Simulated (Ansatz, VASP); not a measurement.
## One calculation of CdS, two programs

```
Cd S
1.0
     0.00000    2.52285    2.52285
     2.52285    0.00000    2.52285
     2.52285    2.52285    0.00000
Cd S
1 1
Cartesian
  0.0000 0.0000 0.0000
  2.5228 2.5228 2.5228
```

Alike in both runs: task relaxation of cell and atoms; functional r2SCAN; k mesh 14 × 14 × 14; occupations fermi-dirac, width 0.05 eV; no spin polarisation.

|  | VASP | Ansatz |
| --- | --- | --- |
| version | VASP 6.6.1 | Ansatz 0.2.0 |
| potentials or method | VASP PAW PBE potentials, release 64 (Cd, S) | PAW with Ansatz's default frozen-core files, scalar-relativistic |
| plane-wave cutoff (eV) | 600 | 500 |
| valence electrons in the cell | 18 | 26 |

```csv
,VASP,Ansatz,Ansatz less VASP
relaxed volume (Å³/atom),20.38,20.27,-0.111
relaxed cell length with the largest relative difference (Å),3.863,3.856,-0.0070
```

VASP's potentials were made for PBE, not for r2SCAN. VASP's potentials hold 18 valence electrons a cell and Ansatz's 26, so a difference there can come from the potentials and not from the codes.

Noted on VASP's run: the volume moved by over 15 % at a fixed basis, so the end points are rough.
